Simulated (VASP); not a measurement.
# MnO2 in VASP: density of states with PBE

Aim: the density of states of MnO2 with PBE.

Program: VASP 6.6.1. These are calculated values, not measurements. Logs are shortened: lines on timing, memory, paths and dates and some standing lists are left out, and cuts for length are marked.

### 1 The cell of the first run

The cell holds a sheet with vacuum, 3 atoms: a = 2.877 Å, b = 2.877 Å, c = 28.157 Å, α = 90.00°, β = 90.00°, γ = 120.00°.

### 2 Density of states, PBE, collinear spin, ferromagnetic start

POSCAR

```
MnO2
1.0
    2.8770382846      0.0000000000      0.0000000000
   -1.4385191423      2.4915882422      0.0000000000
    0.0000000000      0.0000000000     28.1568184800
Mn O
1 2
Direct
    0.6666666667      0.3333333333      0.3014276469
    0.0000000000      0.0000000000      0.3353393078
    0.3333333333      0.6666666667      0.2675159860
```

INCAR.step1

```
  PREC = Accurate
  ENCUT = 520
  EDIFF = 1E-6
  ISMEAR = 0
  SIGMA = 0.02
  LREAL = F
  LASPH = T
  NELM = 150
  ALGO = Normal
  ISIF = 2
  LWAVE = F
  LCHARG = T
  ISPIN = 2
  MAGMOM = 2.77 0 0
  LMAXMIX = 4
  LDIPOL = T
  IDIPOL = 3
  DIPOL = 0.5 0.5 0.301
  GGA = PE
  NBANDS = 24
```

KPOINTS.step1

```
Automatic mesh
0
Gamma
  12 12 1
```

INCAR.step2

```
  PREC = Accurate
  ENCUT = 520
  EDIFF = 1E-6
  ISMEAR = -5
  SIGMA = 0.02
  LREAL = F
  LASPH = T
  NELM = 150
  ALGO = Normal
  ISIF = 2
  LWAVE = F
  LCHARG = F
  ISPIN = 2
  MAGMOM = 2.77 0 0
  LORBIT = 10
  LMAXMIX = 4
  LDIPOL = T
  IDIPOL = 3
  DIPOL = 0.5 0.5 0.301
  GGA = PE
  NEDOS = 2001
  ICHARG = 11
```

KPOINTS.step2

```
Automatic mesh
0
Gamma
  18 18 1
```

Potentials or basis: VASP PAW PBE potentials, release 64 (Mn_pv, O).

Launch:

```
$ cat potpaw_PBE.64/Mn_pv/POTCAR potpaw_PBE.64/O/POTCAR > POTCAR
$ cp INCAR.step1 INCAR
$ cp KPOINTS.step1 KPOINTS
$ mpirun -np 1 vasp_std > vasp.out
$ cp INCAR.step2 INCAR
$ cp KPOINTS.step2 KPOINTS
$ mpirun -np 1 vasp_std > vasp.out
```

OUTCAR:

```text
PREC = Accurate
   ENCUT = 520
   EDIFF = 1E-6
   ISMEAR = -5
   LREAL = F
   LASPH = T
   NELM = 150
   ISIF = 2
   ISPIN = 2
   LORBIT = 10
   GGA = PE
   ICHARG = 11

 ion  position               nearest neighbor table
   1  0.667  0.333  0.301-   2 1.92   3 1.92   3 1.92   2 1.92   2 1.92   3 1.92
   2  0.000  0.000  0.335-   1 1.92   1 1.92   1 1.92
   3  0.333  0.667  0.268-   1 1.92   1 1.92   1 1.92

  LATTYP: Found a hexagonal cell.
 ALAT       =     2.8770382846
 C/A-ratio  =     9.7867375039

  Lattice vectors:

 A1 = (   2.8770382846,   0.0000000000,   0.0000000000)
 A2 = (  -1.4385191423,   2.4915882422,   0.0000000000)
 A3 = (   0.0000000000,   0.0000000000,  28.1568184800)

Analysis of symmetry for initial positions (statically):
=====================================================================
 Subroutine PRICEL returns:
 Original cell was already a primitive cell.

 Routine SETGRP: Setting up the symmetry group for a
 hexagonal supercell.

 Subroutine GETGRP returns: Found 12 space group operations
 (whereof  6 operations were pure point group operations)
 out of a pool of 24 trial point group operations.

The static configuration has the point symmetry C_3v.
 The point group associated with its full space group is D_3d.

Analysis of symmetry for dynamics (positions and initial velocities):
=====================================================================
 Subroutine PRICEL returns:
 Original cell was already a primitive cell.

 Routine SETGRP: Setting up the symmetry group for a
 hexagonal supercell.

 Subroutine GETGRP returns: Found 12 space group operations
 (whereof  6 operations were pure point group operations)
 out of a pool of 24 trial point group operations.

The dynamic configuration has the point symmetry C_3v.
 The point group associated with its full space group is D_3d.

Analysis of structural, dynamic, and magnetic symmetry:
=====================================================================
 Subroutine PRICEL returns:
 Original cell was already a primitive cell.

 Routine SETGRP: Setting up the symmetry group for a
 hexagonal supercell.

 Subroutine GETGRP returns: Found 12 space group operations
 (whereof  6 operations were pure point group operations)
 out of a pool of 24 trial point group operations.

The overall configuration has the point symmetry C_3v.
 The point group associated with its full space group is D_3d.

 Subroutine INISYM returns: Found 12 space group operations
 (whereof  6 operations are pure point group operations),
 and found     1 'primitive' translations
[... 130 lines left out ...]
 spin polarized calculation
 Fermi weights with tetrahedron method with Bloechl corrections
  energy-cutoff  :      520.00
  volume of cell :      201.84
 maximum number of plane-waves:      5501
 NGX is ok and might be reduce to    24

 number of electron      24.9999988 magnetization       2.9999938

 dipolmoment           0.000000      0.000000     -0.000081 electrons x Angstroem

 Free energy of the ion-electron system (eV)
  ---------------------------------------------------
  ext. energy  EPLUGINS =         0.00000000
  ---------------------------------------------------
  free energy    TOTEN  =       -23.84682032 eV

  energy without entropy =      -23.84682032  energy(sigma->0) =      -23.84682032

 E-fermi :  -6.0130     XC(G=0):  -2.0751

 val. band max:       -6.0162697055   @ k =   0.1111   0.0000   0.0000
 cond. band min:      -4.9527174673   @ k =   0.0000   0.0000   0.0000
 fundamental gap:      1.0635522382
 Fermi energy:        -6.0129721216

 spin component 1

 k-point     1 :       0.0000    0.0000    0.0000
  band No.  band energies     occupation
      1     -56.1324      1.00000
      2     -56.1324      1.00000
      3     -56.1276      1.00000
      4     -25.1954      1.00000
      5     -23.1047      1.00000
      6     -11.6241      1.00000
[... 459 lines left out ...]
      6     -12.3279      1.00000
[... 9 lines left out ...]
     16      -3.3486      0.00000
     17       5.4497      0.00000

 [... further k-points ...]

 spin component 2

 k-point     1 :       0.0000    0.0000    0.0000
  band No.  band energies     occupation
      1     -53.0532      1.00000
      2     -53.0532      1.00000
      3     -52.8802      1.00000
      4     -25.0576      1.00000
      5     -23.0098      1.00000
      6     -10.7061      1.00000
[... 459 lines left out ...]
      6     -11.6029      1.00000
[... 9 lines left out ...]
     16      -1.9852      0.00000
     17       5.6193      0.00000

 [... further k-points ...]

------------------------ aborting loop because EDIFF is reached ----------------------------------------

 vacuum level on the upper side and lower side of the slab       (xc-potential included)        -0.076        -0.082

  FORCE on cell =-STRESS in cart. coord.  units (eV):
  Direction    XX          YY          ZZ          XY          YZ          ZX
  --------------------------------------------------------------------------------------
  -------------------------------------------------------------------------------------
  Total        0.2298628      0.2298628      0.1231954      0.0000000      0.0000000      0.0000000
  in kB        1.8246259      1.8246259      0.9779119      0.0000000      0.0000000      0.0000000
  external PRESSURE =       1.5423879 kB  Pullay stress =       0.0000000 kB

 VOLUME and BASIS-vectors are now :
 -----------------------------------------------------------------------------
  energy-cutoff  :      520.00
  volume of cell :      201.84
      direct lattice vectors                 reciprocal lattice vectors
     2.877038285  0.000000000  0.000000000     0.347579664  0.200675213  0.000000000
    -1.438519142  2.491588242  0.000000000     0.000000000  0.401350425  0.000000000
     0.000000000  0.000000000 28.156818480     0.000000000  0.000000000  0.035515376

 POSITION                                       TOTAL-FORCE (eV/Angst)
 -----------------------------------------------------------------------------------
      1.43852      0.83053      8.48724        -0.000000      0.000000     -0.000000
      0.00000      0.00000      9.44209         0.000000      0.000000      0.088659
     -0.00000      1.66106      7.53240         0.000000     -0.000000     -0.088659
 -----------------------------------------------------------------------------------
    total drift:                               -0.003805      0.002197     -0.047002

  FREE ENERGIE OF THE ION-ELECTRON SYSTEM (eV)
  ---------------------------------------------------
  free  energy   TOTEN  =       -23.8468203168 eV

  energy  without entropy=      -23.8468203168  energy(sigma->0) =      -23.84682032

 vacuum level on the upper side and lower side of the slab         1.737         1.724

 total charge

# of ion       s       p       d       tot
------------------------------------------
    1        0.348   6.450   4.901  11.698
    2        1.582   3.404   0.000   4.986
    3        1.582   3.404   0.000   4.986
--------------------------------------------------
tot          3.511  13.258   4.901  21.670

 magnetization (x)

# of ion       s       p       d       tot
------------------------------------------
    1        0.031   0.039   2.784   2.854
    2        0.003   0.031   0.000   0.035
    3        0.003   0.031   0.000   0.035
--------------------------------------------------
tot          0.038   0.101   2.784   2.923
```

OUTCAR.step1:

```text
PREC = Accurate
   ENCUT = 520
   EDIFF = 1E-6
   ISMEAR = 0
   LREAL = F
   LASPH = T
   NELM = 150
   ISIF = 2
[... 1272 lines left out ...]
      0.00000      0.00000      9.44209         0.000000      0.000000      0.088800
     -0.00000      1.66106      7.53240        -0.000000     -0.000000     -0.088800
 -----------------------------------------------------------------------------------
    total drift:                                0.000000     -0.000000     -0.000045

  FREE ENERGIE OF THE ION-ELECTRON SYSTEM (eV)
  ---------------------------------------------------
  free  energy   TOTEN  =       -23.8468208873 eV

  energy  without entropy=      -23.8468208873  energy(sigma->0) =      -23.84682089

 vacuum level on the upper side and lower side of the slab         1.738         1.723
```

Wall time 8.9 min (1 thread of Intel Xeon Platinum 8259CL at 2.50GHz (Skylake/Cascade Lake), shared host); peak memory 0.52 GiB.

Results:

- Net moment: 3.00 μB per cell
- Site moments: Mn +2.85; O +0.04 μB
- Valence electrons inside the program's atomic spheres: Mn 11.70; O 4.99

Caveat: only a ferromagnetic start was run, and an antiferromagnetic order may lie lower in energy.
